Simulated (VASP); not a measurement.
# Ga3As3O in VASP: single point with PBE

Aim: the single point of Ga3As3O with PBE.

Everything below comes from runs of VASP 6.6.1. Logs are shortened: lines on timing, memory, paths and dates and some standing lists are left out, and cuts for length are marked.

### 1 The cell of the first run

The cell holds a slab with vacuum, 7 atoms: a = 4.063 Å, b = 5.746 Å, c = 19.892 Å, α = 90.00°, β = 90.00°, γ = 90.00°.

### 2 Single point, PBE, collinear spin, ferromagnetic start

Input file INCAR:

```
SYSTEM = Ga3As3O
  ALGO = Normal
  DIPOL = 0.5 0.5 0.312
  EDIFF = 1E-6
  ENCUT = 520
  GGA = PE
  GGA_COMPAT = .False.
  IDIPOL = 3
  ISIF = 2
  ISMEAR = 0
  ISPIN = 2
  KPAR = 4
  LASPH = .True.
  LCHARG = .False.
  LDIPOL = .True.
  LORBIT = 11
  LREAL = .False.
  LWAVE = .False.
  MAGMOM = 0 0 0 0 0 0 2
  NBANDS = 43
  NELM = 200
  NELMDL = -8
  PREC = Accurate
  SIGMA = 0.05
```

Input file KPOINTS:

```
k-points
0
Gamma
  7 5 1
  0 0 0
```

Input file POSCAR:

```
Ga3As3O
1.0
    4.0629609251      0.0000000000      0.0000000000
    0.0000000000      5.7458944437      0.0000000000
    0.0000000000      0.0000000000     19.8924416078
Ga As O
3 3 1
Direct
    0.5000000000      0.5000000000      0.2010813996
    0.0000000000      0.0635976529      0.3146195102
    0.5000000000      0.4877931194      0.3796180525
    0.0000000000      0.2500000000      0.2010813996
    0.5000000000      0.8095618192      0.2945553866
    0.0000000000      0.2894088168      0.4218909761
    0.3333333333      0.9560754834      0.3725933843
```

Potentials or basis: VASP PAW PBE potentials, release 64 (Ga_d, As, O).

Launch:

```console
$ cat potpaw_PBE.64/Ga_d/POTCAR potpaw_PBE.64/As/POTCAR potpaw_PBE.64/O/POTCAR > POTCAR
$ mpirun -np 4 vasp_std > vasp.out
```

OUTCAR:

```text
SYSTEM = Ga3As3O
   EDIFF = 1E-6
   ENCUT = 520
   GGA = PE
   ISIF = 2
   ISMEAR = 0
   ISPIN = 2
   LASPH = .True.
   LORBIT = 11
   LREAL = .False.
   NELM = 200
   NELMDL = -8
   PREC = Accurate

 ion  position               nearest neighbor table
   1  0.500  0.500  0.201-   4 2.49   4 2.49   5 2.57
   2  0.000  0.064  0.315-   7 1.88   6 2.50   4 2.50   5 2.53   5 2.53
   3  0.500  0.488  0.380-   6 2.48   6 2.48   5 2.51
   4  0.000  0.250  0.201-   1 2.49   1 2.49   2 2.50
   5  0.500  0.810  0.295-   7 1.89   3 2.51   2 2.53   2 2.53   1 2.57
   6  0.000  0.289  0.422-   3 2.48   3 2.48   2 2.50
   7  0.333  0.956  0.373-   2 1.88   5 1.89

  LATTYP: Found a simple orthorhombic cell.
 ALAT       =     4.0629609251
 B/A-ratio  =     1.4142135624
 C/A-ratio  =     4.8960455132

  Lattice vectors:

 A1 = (   4.0629609251,   0.0000000000,   0.0000000000)
 A2 = (   0.0000000000,   5.7458944437,   0.0000000000)
 A3 = (   0.0000000000,   0.0000000000,  19.8924416078)

Analysis of symmetry for initial positions (statically):
=====================================================================
 Subroutine PRICEL returns:
 Original cell was already a primitive cell.

 Routine SETGRP: Setting up the symmetry group for a
 simple orthorhombic supercell.

 Subroutine GETGRP returns: Found  1 space group operations
 (whereof  1 operations were pure point group operations)
 out of a pool of  8 trial point group operations.

The static configuration has the point symmetry C_1 .

Analysis of symmetry for dynamics (positions and initial velocities):
=====================================================================
 Subroutine PRICEL returns:
 Original cell was already a primitive cell.

 Routine SETGRP: Setting up the symmetry group for a
 simple orthorhombic supercell.

 Subroutine GETGRP returns: Found  1 space group operations
 (whereof  1 operations were pure point group operations)
 out of a pool of  8 trial point group operations.

The dynamic configuration has the point symmetry C_1 .

Analysis of structural, dynamic, and magnetic symmetry:
=====================================================================
 Subroutine PRICEL returns:
 Original cell was already a primitive cell.

 Routine SETGRP: Setting up the symmetry group for a
 simple orthorhombic supercell.

 Subroutine GETGRP returns: Found  1 space group operations
 (whereof  1 operations were pure point group operations)
 out of a pool of  8 trial point group operations.

The overall configuration has the point symmetry C_1 .

 Subroutine INISYM returns: Found  1 space group operations
 (whereof  1 operations are pure point group operations),
 and found     1 'primitive' translations

----------------------------------------------------------------------------------------

                                     Primitive cell

  volume of cell :     464.3959

  direct lattice vectors                    reciprocal lattice vectors
     4.062960925  0.000000000  0.000000000     0.246125921  0.000000000  0.000000000
     0.000000000  5.745894444  0.000000000     0.000000000  0.174037308  0.000000000
     0.000000000  0.000000000 19.892441608     0.000000000  0.000000000  0.050270350

  length of vectors
     4.062960925  5.745894444 19.892441608     0.246125921  0.174037308  0.050270350

  position of ions in fractional coordinates (direct lattice)
     0.500000000  0.500000000  0.201081400
     0.000000000  0.063597653  0.314619510
     0.500000000  0.487793119  0.379618052
     0.000000000  0.250000000  0.201081400
     0.500000000  0.809561819  0.294555387
     0.000000000  0.289408817  0.421890976
     0.333333333  0.956075483  0.372593384

  ion indices of the primitive-cell ions
   primitive index   ion index
                 1           1
                 2           2
                 3           3
                 4           4
                 5           5
                 6           6
                 7           7

----------------------------------------------------------------------------------------

 KPOINTS: k-points

Automatic generation of k-mesh.
 Grid dimensions read from file:
 generate k-points for:    7    5    1

 Generating k-lattice:

  Cartesian coordinates                     Fractional coordinates (reciprocal lattice)
     0.035160846  0.000000000  0.000000000     0.142857143  0.000000000  0.000000000
     0.000000000  0.034807462  0.000000000     0.000000000  0.200000000  0.000000000
     0.000000000  0.000000000  0.050270350     0.000000000  0.000000000  1.000000000

  Length of vectors
     0.035160846  0.034807462  0.050270350

  Shift w.r.t. Gamma in fractional coordinates (k-lattice)
     0.000000000  0.000000000  0.000000000

 Subroutine IBZKPT returns following result:
 ===========================================

 Found     18 irreducible k-points:

 Following reciprocal coordinates:
            Coordinates               Weight
  0.000000  0.000000  0.000000      1.000000
  0.142857  0.000000  0.000000      2.000000
  0.285714  0.000000  0.000000      2.000000
  0.428571  0.000000  0.000000      2.000000
  0.000000  0.200000  0.000000      2.000000
  0.142857  0.200000  0.000000      2.000000
[... 10 lines left out ...]
  0.428571  0.400000  0.000000      2.000000
  0.428571 -0.400000  0.000000      2.000000
   k-points           NKPTS =     18   k-points in BZ     NKDIM =     18   number of bands    NBANDS=     43
   number of dos      NEDOS =    301   number of ions     NIONS =      7
   total plane-waves  NPLWV = 216000
   dimension x,y,z NGX =    30 NGY =   48 NGZ =  150
   dimension x,y,z NGXF=    60 NGYF=   96 NGZF=  300
   ions per type =               3   3   1
   NGX,Y,Z   is equivalent  to a cutoff of  12.28, 13.89, 12.54 a.u.
   NGXF,Y,Z  is equivalent  to a cutoff of  24.55, 27.78, 25.07 a.u.
 SYSTEM =  Ga3As3O
   PREC   = accura    normal or accurate (medium, high low for compatibility)
   ISTART =      0    job   : 0-new  1-cont  2-samecut
   ICHARG =      2    charge: 1-file 2-atom 10-const
   ISPIN  =      2    spin polarized calculation?
   LNONCOLLINEAR =      F non collinear calculations
   LSORBIT =      F    spin-orbit coupling
   LASPH  =      T    aspherical Exc in radial PAW
   ENCUT  =  520.0 eV  38.22 Ry    6.18 a.u.   7.55 10.68 36.99*2*pi/ulx,y,z
   NELM   =    200;   NELMIN=  2; NELMDL= -8     # of ELM steps
   EDIFF  = 0.1E-05   stopping-criterion for ELM
   LREAL  =      F    real-space projection
   EDIFFG = 0.1E-04   stopping-criterion for IOM
   NSW    =      0    number of steps for IOM
   IBRION =     -1    ionic relax: 0-MD 1-quasi-New 2-CG
   NFREE  =      0    steps in history (QN), initial steepest desc. (CG)
   ISIF   =      2    stress and relaxation
   ISYM   =      2    0-nonsym 1-usesym 2-fastsym
   POTIM  = 0.5000    time-step for ionic-motion
   TEBEG  =    0.0;   TEEND  =   0.0 temperature during run
   PSTRESS=    0.0 pullay stress
   NELECT =      60.0000    total number of electrons
   NUPDOWN=      -1.0000    fix difference up-down
   EMIN   =  10.00;   EMAX   =-10.00  energy-range for DOS
   EFERMI =   0.00;   METHOD = LEGACY
   ISMEAR =     0;   SIGMA  =   0.05  broadening in eV -4-tet -1-fermi 0-gaus
   EFERMI_NEDOS =   21; number of points for ismear=-14 and -15
   IALGO  =     38    algorithm
   IMIX   =      4    mixing-type and parameters
     AMIX     =   0.40;   BMIX     =  1.00
     AMIX_MAG =   1.60;   BMIX_MAG =  1.00
  volume/ion in A,a.u.               =      66.34       447.70
  Fermi-wavevector in a.u.,A,eV,Ry     =   0.827616  1.563968  9.319297  0.684949
  Thomas-Fermi vector in A             =   1.939851
   LORBIT       =     11    0 simple, 1 ext, 2 COOP (PROOUT), +10 PAW based schemes
   GGA     = PE    functional components
   LHFCALC =     F    Hartree Fock is set to
   AEXX    =    0.0000 exact exchange contribution
   IVDW    =     0    specifies the selected vdW correction
   LEPSILON=     F    determine dielectric tensor
   LRPA    =     F    only Hartree local field effects (RPA)
 spin polarized calculation
 Gauss-broadening in eV      SIGMA  =   0.05
  energy-cutoff  :      520.00
  volume of cell :      464.40
 maximum number of plane-waves:     12539
 NGX is ok and might be reduce to    30
   NGX = 15   NGY = 21   NGZ = 73

 dipolmoment           0.000000      0.000000     -0.042274 electrons x Angstroem

 number of electron      60.0000037 magnetization       0.0000169

 number of electron      60.0000037 magnetization      -0.0000075

 dipolmoment           0.000000      0.000000      0.099890 electrons x Angstroem

 Free energy of the ion-electron system (eV)
  ---------------------------------------------------
  ext. energy  EPLUGINS =         0.00000000
  ---------------------------------------------------
  free energy    TOTEN  =       -27.24003921 eV

  energy without entropy =      -27.23505856  energy(sigma->0) =      -27.23754888

 E-fermi :  -2.3463     XC(G=0):  -3.7338

 val. band max:       -2.3726152802   @ k =   0.0000   0.2000   0.0000
 cond. band min:      -2.3396038057   @ k =   0.4286   0.0000   0.0000
 fundamental gap:      0.0330114745
 Fermi energy:        -2.3463263363

 spin component 1

 k-point     1 :       0.0000    0.0000    0.0000
  band No.  band energies     occupation
      1     -21.5295      1.00000
      2     -17.1972      1.00000
      3     -17.1857      1.00000
      4     -17.1058      1.00000
      5     -17.0867      1.00000
      6     -17.0769      1.00000
[... 34 lines left out ...]
     41       2.9270      0.00000
     42       3.5528      0.00000
[... 723 lines left out ...]
      1     -21.4625      1.00000
      2     -17.1916      1.00000
      3     -17.1735      1.00000
      4     -17.1517      1.00000
      5     -17.0895      1.00000
      6     -17.0522      1.00000
[... 34 lines left out ...]
     41       4.4005      0.00000
     42       4.7165      0.00000
 Fermi energy:        -2.3463263363

 spin component 2

 k-point     1 :       0.0000    0.0000    0.0000
  band No.  band energies     occupation
      1     -21.5295      1.00000
      2     -17.1972      1.00000
      3     -17.1857      1.00000
      4     -17.1058      1.00000
      5     -17.0867      1.00000
      6     -17.0769      1.00000
[... 34 lines left out ...]
     41       2.9205      0.00000
     42       3.5489      0.00000
[... 723 lines left out ...]
      1     -21.4625      1.00000
      2     -17.1916      1.00000
      3     -17.1735      1.00000
      4     -17.1517      1.00000
      5     -17.0895      1.00000
      6     -17.0522      1.00000
[... 34 lines left out ...]
     41       4.3984      0.00000
     42       4.7161      0.00000
 [bands above 42 left out]

------------------------ aborting loop because EDIFF is reached ----------------------------------------

 vacuum level on the upper side and lower side of the slab       (xc-potential included)         0.379        -0.375

  FORCE on cell =-STRESS in cart. coord.  units (eV):
  Direction    XX          YY          ZZ          XY          YZ          ZX
  --------------------------------------------------------------------------------------
  -------------------------------------------------------------------------------------
  Total        2.9323832      2.0364997      1.8167878     -2.6966862      1.4076770     -1.2369695
  in kB       10.1167945      7.0259741      6.2679627     -9.3036339      4.8565205     -4.2675753
  external PRESSURE =       7.8035771 kB  Pullay stress =       0.0000000 kB

 VOLUME and BASIS-vectors are now :
 -----------------------------------------------------------------------------
  energy-cutoff  :      520.00
  volume of cell :      464.40
      direct lattice vectors                 reciprocal lattice vectors
     4.062960925  0.000000000  0.000000000     0.246125921  0.000000000  0.000000000
     0.000000000  5.745894444  0.000000000     0.000000000  0.174037308  0.000000000
     0.000000000  0.000000000 19.892441608     0.000000000  0.000000000  0.050270350

 POSITION                                       TOTAL-FORCE (eV/Angst)
 -----------------------------------------------------------------------------------
      2.03148      2.87295      4.00000        -0.270995     -0.609499      0.296141
      0.00000      0.36543      6.25855        -1.514782      0.954802     -0.023417
      2.03148      2.80281      7.55153         0.051688     -0.259789      0.238053
      0.00000      1.43647      4.00000         0.190857      0.395707     -0.630262
      2.03148      4.65166      5.85943         1.764796     -0.587331     -0.262183
      0.00000      1.66291      8.39244        -0.535387      0.923121      0.240901
      1.35432      5.49351      7.41179         0.313823     -0.817011      0.140767
 -----------------------------------------------------------------------------------
    total drift:                                0.000259      0.000939     -0.000160

  FREE ENERGIE OF THE ION-ELECTRON SYSTEM (eV)
  ---------------------------------------------------
  free  energy   TOTEN  =       -27.2400392118 eV

  energy  without entropy=      -27.2350585581  energy(sigma->0) =      -27.23754888

 vacuum level on the upper side and lower side of the slab         3.069         2.295

 total charge

# of ion       s       p       d       tot
------------------------------------------
    1        1.007   0.568   9.960  11.535
    2        0.872   0.764  10.064  11.700
    3        0.975   0.610   9.967  11.552
    4        1.271   1.436   0.024   2.730
    5        1.243   1.446   0.080   2.770
    6        1.288   1.404   0.029   2.721
    7        1.609   3.340   0.000   4.949
--------------------------------------------------
tot          8.265   9.567  30.124  47.957

 magnetization (x)

# of ion       s       p       d       tot
------------------------------------------
    1        0.000   0.000  -0.000   0.000
    2       -0.000   0.000  -0.000  -0.000
    3        0.000  -0.000  -0.000  -0.000
    4       -0.000  -0.000  -0.000  -0.000
    5       -0.000  -0.000   0.000  -0.000
    6       -0.000  -0.000  -0.000  -0.000
    7       -0.000  -0.000   0.000  -0.000
--------------------------------------------------
tot         -0.000  -0.000  -0.000  -0.000
```

It took 6 min on 4 MPI ranks of Intel Xeon 6975P-C (Granite Rapids), shared host; peak memory 1 GiB.

What came out:

| Item | Value |
| --- | --- |
| Free energy | -27.2400 eV |
| Largest force | 1.878 eV/Å |
| Band gap on the k mesh | 0.03 eV (least direct gap 0.20 eV) |
| Net moment | 0.00 μB per cell |
| Valence electrons inside the program's atomic spheres | Ga 11.54, 11.70, 11.55; As 2.73, 2.77, 2.72; O 4.95 |

Forces on the atoms (eV/Å):
```
Ga  -0.271 -0.609  0.296
Ga  -1.515  0.955 -0.023
Ga   0.052 -0.260  0.238
As   0.191  0.396 -0.630
As   1.765 -0.587 -0.262
As  -0.535  0.923  0.241
O    0.314 -0.817  0.141
```
